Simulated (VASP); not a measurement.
# Ge (P6_3/mmc) in VASP: notebook

Runs on Ge. Level: PBEsol. Tasks: single point.

Program: VASP 6.6.1. These are calculated values, not measurements. Logs are shortened: lines on timing, memory, paths and dates and some standing lists are left out, and cuts for length are marked.

## Step 1: The cell of the first run

The structure is hexagonal, space group P6_3/mmc (No. 194). Conventional cell: a = 4.117 Å, b = 4.117 Å, c = 6.794 Å, α = 90.00°, β = 90.00°, γ = 120.00°. Ge (site symmetry 3m) has 4 Ge at 2.52 to 2.55 Å within 3.3 Å.

## Step 2: Single point, PBEsol (equal strain along all axes, cell held: +3.0 %, then relaxed in part)

The input, INCAR:

```
PREC = Accurate ; ENCUT = 520
EDIFF = 1E-6 ; ISMEAR = 0
SIGMA = 0.1 ; LREAL = False
LASPH = True ; NELM = 100
ALGO = Normal ; ISIF = 2
LWAVE = False ; LCHARG = False
GGA = PS ; NBANDS = 36
```

The input, KPOINTS:

```
regular mesh
0
Gamma
  18 18 8
```

The input, POSCAR:

```
Ge
1.0
    4.1168768998      0.0000000000      0.0000000000
   -2.0584384499      3.5653199795      0.0000000000
    0.0000000000      0.0000000000      6.7942560884
Ge
4
Direct
    0.6666666667      0.3333333333      0.0626341476
    0.3333333333      0.6666666667      0.5626341476
    0.6666666667      0.3333333333      0.4373658524
    0.3333333333      0.6666666667      0.9373658524
```

Potentials or basis: VASP PAW PBE potentials, release 64 (Ge_d).

Launch:

```bash
> cat potpaw_PBE.64/Ge_d/POTCAR > POTCAR
> mpirun -np 1 vasp_std > vasp.out
```

OUTCAR:

```text
PREC = Accurate
   ENCUT = 520
   EDIFF = 1E-6
   ISMEAR = 0
   LREAL = False
   LASPH = True
   NELM = 100
   ISIF = 2
   GGA = PS

 ion  position               nearest neighbor table
   1  0.667  0.333  0.063-   4 2.52   4 2.52   4 2.52   3 2.55
   2  0.333  0.667  0.563-   3 2.52   3 2.52   3 2.52   4 2.55
   3  0.667  0.333  0.437-   2 2.52   2 2.52   2 2.52   1 2.55
   4  0.333  0.667  0.937-   1 2.52   1 2.52   1 2.52   2 2.55

  LATTYP: Found a hexagonal cell.
 ALAT       =     4.1168768998
 C/A-ratio  =     1.6503422992

  Lattice vectors:

 A1 = (   4.1168768998,   0.0000000000,   0.0000000000)
 A2 = (  -2.0584384499,   3.5653199795,   0.0000000000)
 A3 = (   0.0000000000,   0.0000000000,   6.7942560884)

Analysis of symmetry for initial positions (statically):
=====================================================================
 Subroutine PRICEL returns:
 Original cell was already a primitive cell.

 Routine SETGRP: Setting up the symmetry group for a
 hexagonal supercell.

 Subroutine GETGRP returns: Found 24 space group operations
 (whereof 12 operations were pure point group operations)
 out of a pool of 24 trial point group operations.

The static configuration has the point symmetry D_3d.
 The point group associated with its full space group is D_6h.

Analysis of symmetry for dynamics (positions and initial velocities):
=====================================================================
 Subroutine PRICEL returns:
 Original cell was already a primitive cell.

 Routine SETGRP: Setting up the symmetry group for a
 hexagonal supercell.

 Subroutine GETGRP returns: Found 24 space group operations
 (whereof 12 operations were pure point group operations)
 out of a pool of 24 trial point group operations.

The dynamic configuration has the point symmetry D_3d.
 The point group associated with its full space group is D_6h.

 Subroutine INISYM returns: Found 24 space group operations
 (whereof 12 operations are pure point group operations),
 and found     1 'primitive' translations

----------------------------------------------------------------------------------------

                                     Primitive cell

  volume of cell :      99.7260

  direct lattice vectors                    reciprocal lattice vectors
     4.116876900  0.000000000  0.000000000     0.242902575  0.140239867  0.000000000
    -2.058438450  3.565319979  0.000000000     0.000000000  0.280479734  0.000000000
     0.000000000  0.000000000  6.794256088     0.000000000  0.000000000  0.147183148

  length of vectors
     4.116876900  4.116876900  6.794256088     0.280479734  0.280479734  0.147183148

  position of ions in fractional coordinates (direct lattice)
     0.666666667  0.333333333  0.062634148
     0.333333333  0.666666667  0.562634148
     0.666666667  0.333333333  0.437365852
     0.333333333  0.666666667  0.937365852

  ion indices of the primitive-cell ions
   primitive index   ion index
                 1           1
                 2           2
                 3           3
                 4           4

----------------------------------------------------------------------------------------

 KPOINTS: regular mesh

Automatic generation of k-mesh.
 Grid dimensions read from file:
 generate k-points for:   18   18    8

 Generating k-lattice:

  Cartesian coordinates                     Fractional coordinates (reciprocal lattice)
     0.013494588  0.007791104  0.000000000     0.055555556  0.000000000  0.000000000
     0.000000000  0.015582207  0.000000000     0.000000000  0.055555556  0.000000000
     0.000000000  0.000000000  0.018397894     0.000000000  0.000000000  0.125000000

  Length of vectors
     0.015582207  0.015582207  0.018397894

  Shift w.r.t. Gamma in fractional coordinates (k-lattice)
     0.000000000  0.000000000  0.000000000

 Subroutine IBZKPT returns following result:
 ===========================================

 Found    185 irreducible k-points:

 Following reciprocal coordinates:
            Coordinates               Weight
  0.000000  0.000000  0.000000      1.000000
  0.055556  0.000000  0.000000      6.000000
  0.111111  0.000000  0.000000      6.000000
  0.166667  0.000000  0.000000      6.000000
  0.222222  0.000000  0.000000      6.000000
  0.277778  0.000000  0.000000      6.000000
[... 16 lines left out ...]
  0.333333  0.111111  0.000000     12.000000
  0.388889  0.111111  0.000000     12.000000
 [... further k-points ...]
   k-points           NKPTS =    185   k-points in BZ     NKDIM =    185   number of bands    NBANDS=     36
   number of dos      NEDOS =    301   number of ions     NIONS =      4
   total plane-waves  NPLWV =  55296
   dimension x,y,z NGX =    32 NGY =   32 NGZ =   54
   dimension x,y,z NGXF=    64 NGYF=   64 NGZF=  108
   ions per type =               4
   NGX,Y,Z   is equivalent  to a cutoff of  12.92, 12.92, 13.21 a.u.
   NGXF,Y,Z  is equivalent  to a cutoff of  25.84, 25.84, 26.43 a.u.
 SYSTEM =  unknown system
   PREC   = accura    normal or accurate (medium, high low for compatibility)
   ISTART =      0    job   : 0-new  1-cont  2-samecut
   ICHARG =      2    charge: 1-file 2-atom 10-const
   ISPIN  =      1    spin polarized calculation?
   LNONCOLLINEAR =      F non collinear calculations
   LSORBIT =      F    spin-orbit coupling
   LASPH  =      T    aspherical Exc in radial PAW
   ENCUT  =  520.0 eV  38.22 Ry    6.18 a.u.   7.65  7.65 12.63*2*pi/ulx,y,z
   NELM   =    100;   NELMIN=  2; NELMDL= -5     # of ELM steps
   EDIFF  = 0.1E-05   stopping-criterion for ELM
   LREAL  =      F    real-space projection
   EDIFFG = 0.1E-04   stopping-criterion for IOM
   NSW    =      0    number of steps for IOM
   IBRION =     -1    ionic relax: 0-MD 1-quasi-New 2-CG
   NFREE  =      0    steps in history (QN), initial steepest desc. (CG)
   ISIF   =      2    stress and relaxation
   ISYM   =      2    0-nonsym 1-usesym 2-fastsym
   POTIM  = 0.5000    time-step for ionic-motion
   TEBEG  =    0.0;   TEEND  =   0.0 temperature during run
   PSTRESS=    0.0 pullay stress
   NELECT =      56.0000    total number of electrons
   NUPDOWN=      -1.0000    fix difference up-down
   EMIN   =  10.00;   EMAX   =-10.00  energy-range for DOS
   EFERMI =   0.00;   METHOD = LEGACY
   ISMEAR =     0;   SIGMA  =   0.10  broadening in eV -4-tet -1-fermi 0-gaus
   EFERMI_NEDOS =   21; number of points for ismear=-14 and -15
   IALGO  =     38    algorithm
   IMIX   =      4    mixing-type and parameters
     AMIX     =   0.40;   BMIX     =  1.00
     AMIX_MAG =   1.60;   BMIX_MAG =  1.00
  volume/ion in A,a.u.               =      24.93       168.25
  Fermi-wavevector in a.u.,A,eV,Ry     =   1.350625  2.552311 24.819578  1.824188
  Thomas-Fermi vector in A             =   2.478114
   LORBIT       =      0    0 simple, 1 ext, 2 COOP (PROOUT), +10 PAW based schemes
   GGA     = PS    functional components
   LHFCALC =     F    Hartree Fock is set to
   AEXX    =    0.0000 exact exchange contribution
   IVDW    =     0    specifies the selected vdW correction
   LEPSILON=     F    determine dielectric tensor
   LRPA    =     F    only Hartree local field effects (RPA)
 non-spin polarized calculation
 Gauss-broadening in eV      SIGMA  =   0.10
  energy-cutoff  :      520.00
  volume of cell :       99.73
 maximum number of plane-waves:      2726
 NGX is ok and might be reduce to    32
   NGX = 15   NGY = 15   NGZ = 25

 number of electron      56.0000020 magnetization

 Free energy of the ion-electron system (eV)
  ---------------------------------------------------
  ext. energy  EPLUGINS =         0.00000000
  ---------------------------------------------------
  free energy    TOTEN  =       -19.54286542 eV

  energy without entropy =      -19.54220472  energy(sigma->0) =      -19.54253507

 E-fermi :   4.0353     XC(G=0):  -9.6728

 val. band max:        4.0199876929   @ k =   0.0000   0.0000   0.1250
 cond. band min:       4.0440400936   @ k =   0.0556   0.0000   0.0000
 fundamental gap:      0.0240524007
 Fermi energy:         4.0353116805

 k-point     1 :       0.0000    0.0000    0.0000
  band No.  band energies     occupation
      1     -20.7112      2.00000
      2     -20.7112      2.00000
      3     -20.6816      2.00000
      4     -20.6816      2.00000
      5     -20.6804      2.00000
      6     -20.6683      2.00000
[... 28 lines left out ...]
     35       8.3685      0.00000
     36       9.8061      0.00000

 k-point     2 :       0.0556    0.0000    0.0000
  band No.  band energies     occupation
      1     -20.7129      2.00000
      2     -20.7117      2.00000
      3     -20.6826      2.00000
      4     -20.6822      2.00000
      5     -20.6816      2.00000
      6     -20.6660      2.00000
[... 28 lines left out ...]
     35       8.4957      0.00000
     36      10.0050      0.00000

 k-point     3 :       0.1111    0.0000    0.0000
  band No.  band energies     occupation
      1     -20.7169      2.00000
      2     -20.7131      2.00000
      3     -20.6861      2.00000
      4     -20.6850      2.00000
      5     -20.6815      2.00000
      6     -20.6613      2.00000
[... 28 lines left out ...]
     35       8.8514      0.00000
     36      10.2598      0.00000

 k-point     4 :       0.1667    0.0000    0.0000
  band No.  band energies     occupation
      1     -20.7211      2.00000
      2     -20.7149      2.00000
      3     -20.6908      2.00000
      4     -20.6882      2.00000
      5     -20.6807      2.00000
      6     -20.6568      2.00000
[... 28 lines left out ...]
     35       9.3797      0.00000
     36       9.7541      0.00000

 k-point     5 :       0.2222    0.0000    0.0000
  band No.  band energies     occupation
      1     -20.7243      2.00000
      2     -20.7165      2.00000
      3     -20.6957      2.00000
      4     -20.6913      2.00000
      5     -20.6789      2.00000
      6     -20.6528      2.00000
[... 655 lines left out ...]
 k-point    22 :       0.2778    0.1111    0.0000
  band No.  band energies     occupation
      1     -20.7261      2.00000
      2     -20.7220      2.00000
      3     -20.7057      2.00000
      4     -20.7015      2.00000
      5     -20.6648      2.00000
      6     -20.6434      2.00000
[... 28 lines left out ...]
     35       9.9465      0.00000
     36      10.9379      0.00000

 k-point    23 :       0.3333    0.1111    0.0000
  band No.  band energies     occupation
      1     -20.7255      2.00000
      2     -20.7224      2.00000
      3     -20.7101      2.00000
      4     -20.7036      2.00000
      5     -20.6587      2.00000
      6     -20.6388      2.00000
[... 28 lines left out ...]
     35      10.5719      0.00000
     36      11.1943      0.00000

 k-point    24 :       0.3889    0.1111    0.0000
  band No.  band energies     occupation
      1     -20.7244      2.00000
      2     -20.7222      2.00000
      3     -20.7139      2.00000
      4     -20.7048      2.00000
      5     -20.6534      2.00000
      6     -20.6353      2.00000
[... 28 lines left out ...]
     35      11.1443      0.00000
     36      11.4875      0.00000

 [... further k-points ...]
[... 5 lines left out ...]
  --------------------------------------------------------------------------------------
  -------------------------------------------------------------------------------------
  Total       -3.0759462     -3.0759462     -3.1422644      0.0000000     -0.0000000     -0.0000000
  in kB      -49.4175268    -49.4175268    -50.4829816      0.0000000     -0.0000000     -0.0000000
  external PRESSURE =     -49.7726784 kB  Pullay stress =       0.0000000 kB

 VOLUME and BASIS-vectors are now :
 -----------------------------------------------------------------------------
  energy-cutoff  :      520.00
  volume of cell :       99.73
      direct lattice vectors                 reciprocal lattice vectors
     4.116876900  0.000000000  0.000000000     0.242902575  0.140239867  0.000000000
    -2.058438450  3.565319979  0.000000000     0.000000000  0.280479734  0.000000000
     0.000000000  0.000000000  6.794256088     0.000000000  0.000000000  0.147183148

 POSITION                                       TOTAL-FORCE (eV/Angst)
 -----------------------------------------------------------------------------------
      2.05844      1.18844      0.42555        -0.000000      0.000000      0.000205
     -0.00000      2.37688      3.82268         0.000000     -0.000000      0.000205
      2.05844      1.18844      2.97158        -0.000000      0.000000     -0.000205
     -0.00000      2.37688      6.36870         0.000000     -0.000000     -0.000205
 -----------------------------------------------------------------------------------
    total drift:                               -0.000000      0.000000     -0.000000

  FREE ENERGIE OF THE ION-ELECTRON SYSTEM (eV)
  ---------------------------------------------------
  free  energy   TOTEN  =       -19.5428654198 eV

  energy  without entropy=      -19.5422047173  energy(sigma->0) =      -19.54253507
```

It took 5.7 min on 1 thread of Intel Xeon Platinum 8488C (Sapphire Rapids), shared host; peak memory 0.55 GiB.

Results:

```
Free energy            : -19.5429 eV
Pressure               : -5.0 GPa
Band gap on the k mesh : zero (band 28 reaches 4.04 eV, above the bottom of band 29 at 3.85 eV)
```

Caveat: the cell differs from its parent crystal (equal strain along all axes, cell held: +3.0 %, then relaxed in part); the PAW data sets were made with another functional, which shifts forces and pressure a little.

## Step 3: Single point, PBEsol (equal strain along all axes, cell held: +4.5 %, then relaxed in part)

The input, INCAR:

```
  ALGO = Normal
  EDIFF = 1E-7
  ENCUT = 520
  GGA = PS
  ISIF = 2
  ISMEAR = 0
  LASPH = True
  LCHARG = False
  LREAL = False
  LWAVE = False
  NBANDS = 36
  NELM = 60
  PREC = Accurate
  SIGMA = 0.1
```

The input, KPOINTS:

```
k-points
0
Gamma
  18 18 8
```

The input, POSCAR:

```
Ge
1.0
    4.1768314178      0.0000000000      0.0000000000
   -2.0884157089      3.6172421151      0.0000000000
    0.0000000000      0.0000000000      6.8932015655
Ge
4
Direct
    0.6666666667      0.3333333333      0.0625001281
    0.3333333333      0.6666666667      0.5625001281
    0.6666666667      0.3333333333      0.4374998719
    0.3333333333      0.6666666667      0.9374998719
```

Potentials or basis: VASP PAW PBE potentials, release 64 (Ge_d).

Launch:

```bash
> cat potpaw_PBE.64/Ge_d/POTCAR > POTCAR
> mpirun -np 1 vasp_std > vasp.out
```

Run time: 6.3 min. Hardware: 1 thread of Intel Xeon Platinum 8488C (Sapphire Rapids), shared host; peak memory 0.57 GiB.

Results (log left out):

```yaml
Free_energy: -19.3835 eV
Pressure: -6.6 GPa
Band_gap_on_the_k_mesh: zero (band 28 reaches 3.65 eV, above the bottom of band 29 at 3.43 eV)
```

Forces on the atoms (eV/Å):
```
Ge   0.000  0.000  0.002
Ge   0.000  0.000  0.002
Ge   0.000  0.000 -0.002
Ge   0.000  0.000 -0.002
```

Stress tensor (GPa, compression positive):
```
-6.55  0.00  0.00
 0.00 -6.55  0.00
 0.00  0.00 -6.71
```

Levels at points of the mesh, in eV from the Fermi level:
```csv
k point,band 26,band 27,band 28,band 29,band 30,band 31
"(0.00, 0.00, 0.00)",-1.17,-0.44,-0.09,0.10,0.10,2.25
"(0.50, 0.00, 0.00)",-2.64,-2.36,-1.25,0.58,1.23,3.50
"(0.00, 0.00, 0.50)",-0.72,-0.72,-0.72,0.25,0.25,3.24
"(0.50, 0.00, 0.50)",-2.22,-2.07,-2.07,0.40,0.40,2.14
```

Caveat: the cell differs from its parent crystal (equal strain along all axes, cell held: +4.5 %, then relaxed in part); the PAW data sets were made with another functional, which shifts forces and pressure a little.

## Step 4: Single point, PBEsol

This run uses another cell than the first one, of 22.82 Å³/atom, 0.915 times its volume.

The input, INCAR:

```
SYSTEM = Ge
PREC = Accurate ; ENCUT = 520
EDIFF = 1E-6 ; ISMEAR = 0
SIGMA = 0.15 ; LREAL = .False.
LASPH = .True. ; NELM = 60
ALGO = Normal ; ISIF = 2
LWAVE = .False. ; LCHARG = .False.
GGA = PS ; NBANDS = 36
```

The input, KPOINTS:

```
regular mesh
0
Gamma
  12 12 8
  0 0 0
```

The input, POSCAR:

```
Ge
1.0
    3.9969678618      0.0000000000      0.0000000000
   -1.9984839309      3.4614757064      0.0000000000
    0.0000000000      0.0000000000      6.5963651449
Ge
4
Direct
    0.6666666667      0.3333333333      0.0629118567
    0.3333333333      0.6666666667      0.5629118567
    0.6666666667      0.3333333333      0.4370881433
    0.3333333333      0.6666666667      0.9370881433
```

Launch:

```bash
> cat potpaw_PBE.64/Ge_d/POTCAR > POTCAR
> mpirun -np 1 vasp_std > vasp.out
```

It took 3.4 min on 1 thread of Intel Xeon Platinum 8375C at 2.90GHz (Ice Lake), shared host; peak memory 0.34 GiB.

It converged, with:

```
Free energy            : -19.6852 eV
Pressure               : -0.1 GPa
Largest force          : 0.005 eV/Å
Band gap on the k mesh : zero (filled and empty bands touch)
```

Forces in eV/Å, atoms in the order of the input:
```
Ge   0.000  0.000 -0.005
Ge   0.000  0.000 -0.005
Ge   0.000  0.000  0.005
Ge   0.000  0.000  0.005
```

Levels at points of the mesh, in eV from the Fermi level:
| k point | band 25 | band 26 | band 27 | band 28 | band 29 | band 30 | band 31 | band 32 |
| --- | --- | --- | --- | --- | --- | --- | --- | --- |
| (0.00, 0.00, 0.00) | -1.53 | -0.20 | -0.18 | -0.07 | 0.08 | 0.08 | 2.20 | 2.20 |
| (0.50, 0.00, 0.00) | -4.65 | -3.12 | -2.88 | -1.49 | 0.42 | 1.57 | 3.45 | 3.64 |
| (0.00, 0.00, 0.50) | -0.90 | -0.90 | -0.90 | -0.90 | 0.60 | 0.60 | 3.31 | 3.31 |
| (0.50, 0.00, 0.50) | -2.60 | -2.60 | -2.46 | -2.46 | 0.43 | 0.43 | 2.02 | 2.02 |

Caveat: the PAW data sets were made with another functional, which shifts forces and pressure a little.

## Step 5: Single point, PBEsol

This run uses another cell than the first one, of 22.82 Å³/atom, 0.915 times its volume.

The input, INCAR:

```
PREC = Accurate ; ENCUT = 520
EDIFF = 1E-6 ; ISMEAR = 0
SIGMA = 0.15 ; LREAL = F
LASPH = T ; NELM = 100
ALGO = Normal ; ISIF = 2
LWAVE = F ; LCHARG = F
GGA = PS ; NBANDS = 36
```

The input, KPOINTS:

```
Automatic mesh
0
Gamma
  18 18 8
```

POSCAR is that of step 4.

Launch:

```bash
> cat potpaw_PBE.64/Ge_d/POTCAR > POTCAR
> mpirun -np 1 vasp_std > vasp.out
```

Run time: 6.7 min. Hardware: 1 thread of Intel Xeon Platinum 8375C at 2.90GHz (Ice Lake), shared host; peak memory 0.51 GiB.

The run converged. Its results:

```
Free energy            : -19.6855 eV
Pressure               : -0.1 GPa
Largest force          : 0.004 eV/Å
Band gap on the k mesh : zero (band 28 reaches 4.88 eV, above the bottom of band 29 at 4.85 eV)
```

Forces on the atoms (eV/Å):
```
Ge   0.000  0.000 -0.004
Ge   0.000  0.000 -0.004
Ge   0.000  0.000  0.004
Ge   0.000  0.000  0.004
```

Levels at points of the mesh, in eV from the Fermi level:
| k point | band 26 | band 27 | band 28 | band 29 | band 30 | band 31 |
| --- | --- | --- | --- | --- | --- | --- |
| (0.00, 0.00, 0.00) | -0.23 | -0.21 | -0.10 | 0.05 | 0.05 | 2.17 |
| (0.50, 0.00, 0.00) | -3.15 | -2.91 | -1.52 | 0.39 | 1.54 | 3.42 |
| (0.00, 0.00, 0.50) | -0.93 | -0.93 | -0.93 | 0.57 | 0.57 | 3.28 |
| (0.50, 0.00, 0.50) | -2.63 | -2.49 | -2.49 | 0.40 | 0.40 | 1.99 |

Caveat: the PAW data sets were made with another functional, which shifts forces and pressure a little.

## Step 6: Overview

| cell | k mesh | smearing | gap on the mesh (eV) | pressure (GPa) |
| --- | --- | --- | --- | --- |
| a = 4.117, b = 4.117, c = 6.794 Å, angles 90.0, 90.0, 120.0°, 4 atoms | 18 × 18 × 8 | gaussian 0.1 eV | none | -5.0 |
| a = 4.177, b = 4.177, c = 6.893 Å, angles 90.0, 90.0, 120.0°, 4 atoms | 18 × 18 × 8 | gaussian 0.1 eV | none | -6.6 |
| a = 3.997, b = 3.997, c = 6.596 Å, angles 90.0, 90.0, 120.0°, 4 atoms | 12 × 12 × 8 | gaussian 0.15 eV | none | -0.1 |
| a = 3.997, b = 3.997, c = 6.596 Å, angles 90.0, 90.0, 120.0°, 4 atoms | 18 × 18 × 8 | gaussian 0.15 eV | none | -0.1 |

Alike in all rows: task single point; level PBEsol; potentials or basis VASP PAW PBE potentials, release 64 (Ge_d); no spin polarisation; cutoff (eV) 520.

Caveats: the PAW data sets were made with another functional, which shifts forces and pressure a little.

Total energies depend on the potentials used, so only differences within one code and one set of settings carry meaning.
